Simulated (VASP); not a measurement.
Write the native input for VASP 6.6.1 that does the following.

| Property | Result |
| --- | --- |
| Task | single point |
| Functional | LDA |
| Potentials or basis | VASP PAW LDA potentials, release 64 (Pt) |
| Cutoff | 520 eV |
| k mesh | 17 × 17 × 17 |
| Occupations | methfessel-paxton, width 0.15 eV |
| Spin | no spin polarisation |
| Dipole correction | no |
| Further INCAR settings | ALGO = Normal; EDIFF = 1e-06; NBANDS = 11 |

The structure of Pt lies in POSCAR:

```
Pt
1.0
    0.0000000000      1.9469213646      1.9469213646
    1.9469213646      0.0000000000      1.9469213646
    1.9469213646      1.9469213646      0.0000000000
Pt
1
Direct
    0.0000000000      0.0000000000      0.0000000000
```

One way to write it, as run:

INCAR

```
PREC = Accurate
ENCUT = 520
EDIFF = 1E-6
ISMEAR = 1
SIGMA = 0.15
LREAL = F
LASPH = T
NELM = 100
ALGO = Normal
ISIF = 2
LWAVE = F
LCHARG = F
NBANDS = 11
```

KPOINTS

```
Automatic mesh
0
Gamma
  17 17 17
```

Potentials or basis: VASP PAW LDA potentials, release 64 (Pt).

Run with:

```console
$ cat potpaw_LDA.64/Pt/POTCAR > POTCAR
$ mpirun -np 1 vasp_std > vasp.out
```

Results of the run:

* Pressure: 0.6 GPa
* Band gap on the k mesh: zero (band 5 reaches 12.04 eV, above the bottom of band 6 at 9.78 eV)

Caveat: spin-orbit coupling is left out, which moves the levels of the heavy elements.

Wall time 37 s on 1 thread of Intel Xeon 8259CL, with other jobs on the host, peak memory 0.14 GiB.
